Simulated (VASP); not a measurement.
A run of VASP 6.6.1 is set up as follows.

The input INCAR:

```
SYSTEM = SrAl2Os
ALGO     = Normal         ! electronic algorithm
EDIFF    = 1E-6           ! SCF threshold, eV
ENCUT    = 520            ! plane-wave cutoff, eV
GGA      = PE             ! functional
ISIF     = 2              ! what is computed and relaxed
ISMEAR   = 0              ! smearing method
LASPH    = .True.         ! aspherical terms in the spheres
LCHARG   = .True.         ! write CHGCAR
LELF     = .True.         ! ELF
LREAL    = .False.        ! projectors in reciprocal space
LVHAR    = .True.       
LWAVE    = .False.        ! write WAVECAR
NBANDS   = 20             ! bands
NELM     = 100            ! most SCF steps
PREC     = Accurate       ! precision mode
SIGMA    = 0.1            ! smearing width, eV
```

File KPOINTS:

```
k-points
0
Gamma
  18 18 6
  0 0 0
```

POSCAR

```
SrAl2Os
1.0
    3.1773313325      0.0000000000      0.0000000000
   -1.5886656663      2.7516496502      0.0000000000
    0.0000000000      0.0000000000      9.2716297260
Sr Al Os
1 2 1
Direct
    0.3333333333      0.6666666667      0.5000000000
    0.0000000000      0.0000000000      0.8055947892
    0.0000000000      0.0000000000      0.1944052108
    0.3333333333      0.6666666667      0.0000000000
```

Potentials or basis: VASP PAW PBE potentials, release 64 (Sr_sv, Al, Os).

Run with:

```bash
$ cat potpaw_PBE.64/Sr_sv/POTCAR potpaw_PBE.64/Al/POTCAR potpaw_PBE.64/Os/POTCAR > POTCAR
$ mpirun -np 1 vasp_std > vasp.out
```

What does it give for the band gap on the k mesh?

Zero (band 12 reaches 6.48 eV, above the bottom of band 13 at 4.99 eV).

Estimate the largest force.

0.016 eV/Å.

Forces on the atoms (eV/Å):
```
Sr   0.000  0.000  0.000
Al   0.000  0.000  0.016
Al   0.000  0.000 -0.016
Os   0.000  0.000  0.000
```

Caveat: spin-orbit coupling is left out, which moves the levels of the heavy elements.
